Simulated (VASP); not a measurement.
# Ag (P6_3/mmc) in VASP: a series of runs

The runs below take Ag through electric field gradients, with PBE.

Everything below comes from runs of VASP 6.6.1. Logs are shortened: lines on timing, memory, paths and dates and some standing lists are left out, and cuts for length are marked.

## (1) The cell of the first run

It takes space group P6_3/mmc (No. 194, hexagonal). The conventional cell has a = 2.827 Å, b = 2.827 Å, c = 9.796 Å, α = 90.00°, β = 90.00°, γ = 120.00°. Within 3.7 Å of Ag (site symmetry -6m2) lie 12 Ag at 2.83 to 2.94 Å. Within 3.7 Å of Ag (site symmetry -3m) lie 12 Ag at 2.83 to 2.94 Å.

This isn't the form of Ag at room conditions, which is fcc.

## (2) Electric field gradients, PBE (16.95 Å³/atom)

The input, INCAR:

```
SYSTEM = Ag
PREC     = Accurate       ! precision mode
ENCUT    = 520            ! plane-wave cutoff, eV
EDIFF    = 1E-8           ! SCF threshold, eV
ISMEAR   = -1             ! smearing method
SIGMA    = 0.08           ! smearing width, eV
LREAL    = .FALSE.        ! projectors in reciprocal space
LASPH    = .TRUE.         ! aspherical terms in the spheres
NELM     = 80             ! most SCF steps
ALGO     = Normal         ! electronic algorithm
ISIF     = 2              ! what is computed and relaxed
LWAVE    = .FALSE.        ! write WAVECAR
LCHARG   = .FALSE.        ! write CHGCAR
GGA      = PE             ! functional
LEFG     = .TRUE.       
NBANDS   = 30             ! bands
```

The input, KPOINTS:

```
Automatic mesh
0
G
  14 14 4
  0 0 0
```

The input, POSCAR:

```
Ag
1.0
    2.8272803578      0.0000000000      0.0000000000
   -1.4136401789      2.4484966136      0.0000000000
    0.0000000000      0.0000000000      9.7958610872
Ag
4
Direct
    0.3333333333      0.6666666667      0.2500000000
    0.6666666667      0.3333333333      0.7500000000
    0.0000000000      0.0000000000      0.0000000000
    0.0000000000      0.0000000000      0.5000000000
```

Potentials or basis: VASP PAW PBE potentials, release 64 (Ag).

Started as:

```console
$ cat potpaw_PBE.64/Ag/POTCAR > POTCAR
$ mpirun -np 1 vasp_std > vasp.out
```

OUTCAR:

```text
SYSTEM = Ag
   PREC = Accurate
   ENCUT = 520
   EDIFF = 1E-8
   ISMEAR = -1
   LREAL = .FALSE.
   LASPH = .TRUE.
   NELM = 80
   ISIF = 2
   GGA = PE

 ion  position               nearest neighbor table
   1  0.333  0.667  0.250-   3 2.94   4 2.94   3 2.94   4 2.94   3 2.94   4 2.94
   2  0.667  0.333  0.750-   3 2.94   4 2.94   3 2.94   4 2.94   3 2.94   4 2.94
   3  0.000  0.000  0.000-   1 2.94   2 2.94   2 2.94   1 2.94   2 2.94   1 2.94
   4  0.000  0.000  0.500-   1 2.94   2 2.94   2 2.94   1 2.94   2 2.94   1 2.94

  LATTYP: Found a hexagonal cell.
 ALAT       =     2.8272803578
 C/A-ratio  =     3.4647646669

  Lattice vectors:

 A1 = (   2.8272803578,   0.0000000000,   0.0000000000)
 A2 = (  -1.4136401789,   2.4484966136,   0.0000000000)
 A3 = (   0.0000000000,   0.0000000000,   9.7958610872)

Analysis of symmetry for initial positions (statically):
=====================================================================
 Subroutine PRICEL returns:
 Original cell was already a primitive cell.

 Routine SETGRP: Setting up the symmetry group for a
 hexagonal supercell.

 Subroutine GETGRP returns: Found 24 space group operations
 (whereof 12 operations were pure point group operations)
 out of a pool of 24 trial point group operations.

The static configuration has the point symmetry D_3d.
 The point group associated with its full space group is D_6h.

Analysis of symmetry for dynamics (positions and initial velocities):
=====================================================================
 Subroutine PRICEL returns:
 Original cell was already a primitive cell.

 Routine SETGRP: Setting up the symmetry group for a
 hexagonal supercell.

 Subroutine GETGRP returns: Found 24 space group operations
 (whereof 12 operations were pure point group operations)
 out of a pool of 24 trial point group operations.

The dynamic configuration has the point symmetry D_3d.
 The point group associated with its full space group is D_6h.

 Subroutine INISYM returns: Found 24 space group operations
 (whereof 12 operations are pure point group operations),
 and found     1 'primitive' translations

----------------------------------------------------------------------------------------

                                     Primitive cell

  volume of cell :      67.8127

  direct lattice vectors                    reciprocal lattice vectors
     2.827280358  0.000000000  0.000000000     0.353696795  0.204206940  0.000000000
    -1.413640179  2.448496614  0.000000000     0.000000000  0.408413879  0.000000000
     0.000000000  0.000000000  9.795861087     0.000000000  0.000000000  0.102083930

  length of vectors
     2.827280358  2.827280358  9.795861087     0.408413879  0.408413879  0.102083930

  position of ions in fractional coordinates (direct lattice)
     0.333333333  0.666666667  0.250000000
     0.666666667  0.333333333  0.750000000
     0.000000000  0.000000000  0.000000000
     0.000000000  0.000000000  0.500000000

  ion indices of the primitive-cell ions
   primitive index   ion index
                 1           1
                 2           2
                 3           3
                 4           4

----------------------------------------------------------------------------------------

 KPOINTS: Automatic mesh

Automatic generation of k-mesh.
 Grid dimensions read from file:
 generate k-points for:   14   14    4

 Generating k-lattice:

  Cartesian coordinates                     Fractional coordinates (reciprocal lattice)
     0.025264057  0.014586210  0.000000000     0.071428571 -0.000000000  0.000000000
     0.000000000  0.029172420  0.000000000     0.000000000  0.071428571  0.000000000
     0.000000000  0.000000000  0.025520983     0.000000000  0.000000000  0.250000000

  Length of vectors
     0.029172420  0.029172420  0.025520983

  Shift w.r.t. Gamma in fractional coordinates (k-lattice)
     0.000000000  0.000000000  0.000000000

 Subroutine IBZKPT returns following result:
 ===========================================

 Found     72 irreducible k-points:

 Following reciprocal coordinates:
            Coordinates               Weight
  0.000000  0.000000  0.000000      1.000000
  0.071429  0.000000  0.000000      6.000000
  0.142857  0.000000  0.000000      6.000000
  0.214286  0.000000  0.000000      6.000000
  0.285714  0.000000  0.000000      6.000000
  0.357143  0.000000  0.000000      6.000000
[... 16 lines left out ...]
  0.285714  0.285714  0.000000      6.000000
  0.357143  0.285714  0.000000      6.000000
 [... further k-points ...]
   k-points           NKPTS =     72   k-points in BZ     NKDIM =     72   number of bands    NBANDS=     30
   number of dos      NEDOS =    301   number of ions     NIONS =      4
   total plane-waves  NPLWV =  46080
   dimension x,y,z NGX =    24 NGY =   24 NGZ =   80
   dimension x,y,z NGXF=    48 NGYF=   48 NGZF=  160
   ions per type =               4
   NGX,Y,Z   is equivalent  to a cutoff of  14.11, 14.11, 13.58 a.u.
   NGXF,Y,Z  is equivalent  to a cutoff of  28.22, 28.22, 27.15 a.u.
 SYSTEM =  Ag
   PREC   = accura    normal or accurate (medium, high low for compatibility)
   ISTART =      0    job   : 0-new  1-cont  2-samecut
   ICHARG =      2    charge: 1-file 2-atom 10-const
   ISPIN  =      1    spin polarized calculation?
   LNONCOLLINEAR =      F non collinear calculations
   LSORBIT =      F    spin-orbit coupling
   LASPH  =      T    aspherical Exc in radial PAW
   ENCUT  =  520.0 eV  38.22 Ry    6.18 a.u.   5.26  5.26 18.21*2*pi/ulx,y,z
   NELM   =     80;   NELMIN=  2; NELMDL= -5     # of ELM steps
   EDIFF  = 0.1E-07   stopping-criterion for ELM
   LREAL  =      F    real-space projection
   EDIFFG = 0.1E-06   stopping-criterion for IOM
   NSW    =      0    number of steps for IOM
   IBRION =     -1    ionic relax: 0-MD 1-quasi-New 2-CG
   NFREE  =      0    steps in history (QN), initial steepest desc. (CG)
   ISIF   =      2    stress and relaxation
   ISYM   =      2    0-nonsym 1-usesym 2-fastsym
   POTIM  = 0.5000    time-step for ionic-motion
   TEBEG  =    0.0;   TEEND  =   0.0 temperature during run
   PSTRESS=    0.0 pullay stress
   NELECT =      44.0000    total number of electrons
   NUPDOWN=      -1.0000    fix difference up-down
   EMIN   =  10.00;   EMAX   =-10.00  energy-range for DOS
   EFERMI =   0.00;   METHOD = LEGACY
   ISMEAR =    -1;   SIGMA  =   0.08  broadening in eV -4-tet -1-fermi 0-gaus
   EFERMI_NEDOS =   21; number of points for ismear=-14 and -15
   IALGO  =     38    algorithm
   IMIX   =      4    mixing-type and parameters
     AMIX     =   0.40;   BMIX     =  1.00
     AMIX_MAG =   1.60;   BMIX_MAG =  1.00
  volume/ion in A,a.u.               =      16.95       114.41
  Fermi-wavevector in a.u.,A,eV,Ry     =   1.417279  2.678269 27.329752  2.008680
  Thomas-Fermi vector in A             =   2.538526
   LORBIT       =      0    0 simple, 1 ext, 2 COOP (PROOUT), +10 PAW based schemes
   GGA     = PE    functional components
   LHFCALC =     F    Hartree Fock is set to
   AEXX    =    0.0000 exact exchange contribution
   IVDW    =     0    specifies the selected vdW correction
   LEPSILON=     F    determine dielectric tensor
   LRPA    =     F    only Hartree local field effects (RPA)
 non-spin polarized calculation
  energy-cutoff  :      520.00
  volume of cell :       67.81
 maximum number of plane-waves:      1842
 NGX is ok and might be reduce to    24
   NGX = 11   NGY = 11   NGZ = 37

 number of electron      44.0000005 magnetization

 Free energy of the ion-electron system (eV)
  ---------------------------------------------------
  ext. energy  EPLUGINS =         0.00000000
  ---------------------------------------------------
  free energy    TOTEN  =       -10.75420450 eV

  energy without entropy =      -10.72552868  energy(sigma->0) =      -10.73986659

 E-fermi :   8.4955     XC(G=0): -12.2407

 val. band max:        8.4927081404   @ k =   0.2143   0.0714   0.5000
 cond. band min:       8.5010171935   @ k =   0.3571   0.0000   0.2500
 fundamental gap:      0.0083090532
 Fermi energy:         8.4955005032

 k-point     1 :       0.0000    0.0000    0.0000
  band No.  band energies     occupation
      1       0.6988      2.00000
      2       1.9169      2.00000
      3       1.9223      2.00000
      4       2.0067      2.00000
      5       3.4316      2.00000
      6       3.6975      2.00000
[... 22 lines left out ...]
     29      24.4786      0.00000
     30      25.4599      0.00000

 k-point     2 :       0.0714    0.0000    0.0000
  band No.  band energies     occupation
      1       0.8492      2.00000
      2       2.0515      2.00000
      3       2.0554      2.00000
      4       2.1052      2.00000
      5       3.4593      2.00000
      6       3.5967      2.00000
[... 22 lines left out ...]
     29      24.3684      0.00000
     30      25.0690      0.00000

 k-point     3 :       0.1429    0.0000    0.0000
  band No.  band energies     occupation
      1       1.2757      2.00000
      2       2.3401      2.00000
      3       2.4000      2.00000
      4       2.4155      2.00000
      5       3.3166      2.00000
      6       3.4355      2.00000
[... 682 lines left out ...]
     29      15.5084      0.00000
     30      16.3352      0.00000

 k-point    24 :       0.3571    0.2857    0.0000
  band No.  band energies     occupation
      1       2.7289      2.00000
      2       2.8563      2.00000
      3       2.9596      2.00000
      4       3.0359      2.00000
      5       3.0811      2.00000
      6       3.1910      2.00000
[... 22 lines left out ...]
     29      15.3674      0.00000
     30      17.6796      0.00000

 [... further k-points ...]

------------------------ aborting loop because EDIFF is reached ----------------------------------------

  FORCE on cell =-STRESS in cart. coord.  units (eV):
  Direction    XX          YY          ZZ          XY          YZ          ZX
  --------------------------------------------------------------------------------------
  -------------------------------------------------------------------------------------
  Total        3.4475760      3.4475760      0.5955046      0.0000000      0.0000000      0.0000000
  in kB       81.4541897     81.4541897     14.0696948      0.0000000      0.0000000      0.0000000
  external PRESSURE =      58.9926914 kB  Pullay stress =       0.0000000 kB

 VOLUME and BASIS-vectors are now :
 -----------------------------------------------------------------------------
  energy-cutoff  :      520.00
  volume of cell :       67.81
      direct lattice vectors                 reciprocal lattice vectors
     2.827280358  0.000000000  0.000000000     0.353696795  0.204206940  0.000000000
    -1.413640179  2.448496614  0.000000000     0.000000000  0.408413879  0.000000000
     0.000000000  0.000000000  9.795861087     0.000000000  0.000000000  0.102083930

 POSITION                                       TOTAL-FORCE (eV/Angst)
 -----------------------------------------------------------------------------------
     -0.00000      1.63233      2.44897        -0.000000     -0.000000     -0.000000
      1.41364      0.81617      7.34690         0.000000      0.000000      0.000000
      0.00000      0.00000      0.00000         0.000000     -0.000000     -0.000000
      0.00000      0.00000      4.89793         0.000000     -0.000000     -0.000000
 -----------------------------------------------------------------------------------
    total drift:                               -0.000000      0.000000     -0.000000

  FREE ENERGIE OF THE ION-ELECTRON SYSTEM (eV)
  ---------------------------------------------------
  free  energy   TOTEN  =       -10.7542044978 eV

  energy  without entropy=      -10.7255286750  energy(sigma->0) =      -10.73986659

 Electric field gradients (V/A^2)
---------------------------------------------------------------------
 ion       V_xx      V_yy      V_zz      V_xy      V_xz      V_yz
---------------------------------------------------------------------
   1      -6.803    -6.802    13.605     0.001     0.000     0.000
   2      -6.803    -6.802    13.605     0.001     0.000    -0.000
   3      -5.842    -5.841    11.683     0.001     0.000    -0.000
   4      -5.842    -5.841    11.683     0.001    -0.000     0.000
---------------------------------------------------------------------

 Electric field gradients after diagonalization (V/A^2)
 (convention: |V_zz| > |V_xx| > |V_yy|)
----------------------------------------------------------------------
 ion       V_xx      V_yy      V_zz     asymmetry (V_yy - V_xx)/ V_zz
----------------------------------------------------------------------
   1      -6.803    -6.802    13.605       0.000
   2      -6.803    -6.802    13.605       0.000
   3      -5.842    -5.841    11.683       0.000
   4      -5.842    -5.841    11.683       0.000
----------------------------------------------------------------------

           NMR quadrupolar parameters

 Cq : quadrupolar parameter    Cq=e*Q*V_zz/h
 eta: asymmetry parameters     (V_yy - V_xx)/ V_zz
 Q  : nuclear electric quadrupole moment in mb (millibarn)
----------------------------------------------------------------------
 ion       Cq(MHz)       eta       Q (mb)
----------------------------------------------------------------------
   1       0.033       0.000       1.000
   2       0.033       0.000       1.000
   3       0.028       0.000       1.000
   4       0.028       0.000       1.000
----------------------------------------------------------------------
```

Run time: 56 s. Hardware: 1 thread of Intel Xeon 6975P-C (Granite Rapids), shared host; peak memory 0.25 GiB.

What came out:

```yaml
Free_energy: -10.7542 eV
Pressure: 5.9 GPa
Band_gap_on_the_k_mesh: zero (bands 22 and 23 overlap by 6.28 eV)
Largest_electric_field_gradient_by_atom: Ag +13.6, +11.7 (each value once) V/Å²
```

Electric field gradients, principal values (V/Å²):
| atom | least | middle | greatest (by size) |
| --- | --- | --- | --- |
| 1 Ag | -6.802 | -6.803 | 13.605 |
| 2 Ag | -6.802 | -6.803 | 13.605 |
| 3 Ag | -5.841 | -5.842 | 11.683 |
| 4 Ag | -5.841 | -5.842 | 11.683 |

Caveat: the cell stands under pressure; without QUAD_EFG the Cq values of the log hold for a quadrupole moment of 1 mb, not for the nuclei.

[end of part 1 of 3]
